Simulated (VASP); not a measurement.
Here is a VASP 6.6.1 calculation.

File INCAR:

```
SYSTEM = Zr
ALGO = Normal ; EDIFF = 1E-6
ENCUT = 500 ; GGA = PS
GGA_COMPAT = .FALSE. ; ISIF = 2
ISMEAR = 0 ; LASPH = .TRUE.
LCHARG = .TRUE. ; LELF = .TRUE.
LREAL = .FALSE. ; LVHAR = .TRUE.
LWAVE = .FALSE. ; NBANDS = 12
NELM = 120 ; PREC = Accurate
SIGMA = 0.15
```

Contents of KPOINTS:

```
k-points
0
G
  20 20 20
  0 0 0
```

POSCAR

```
Zr
1.0
   -1.8100000000      1.8100000000      1.8100000000
    1.8100000000     -1.8100000000      1.8100000000
    1.8100000000      1.8100000000     -1.8100000000
Zr
1
Direct
    0.0000000000      0.0000000000      0.0000000000
```

Potentials or basis: VASP PAW PBE potentials, release 64 (Zr_sv).

Launch:

```console
$ cat potpaw_PBE.64/Zr_sv/POTCAR > POTCAR
$ mpirun -np 1 vasp_std > vasp.out
```

(1) Estimate the pressure.

(2) Predict the band gap on the k mesh.

## Answers

(1) -6.7 GPa.

(2) zero (band 6 reaches 9.48 eV, above the bottom of band 7 at 7.70 eV).

Caveat: the PAW data sets were made with another functional, which shifts forces and pressure a little.
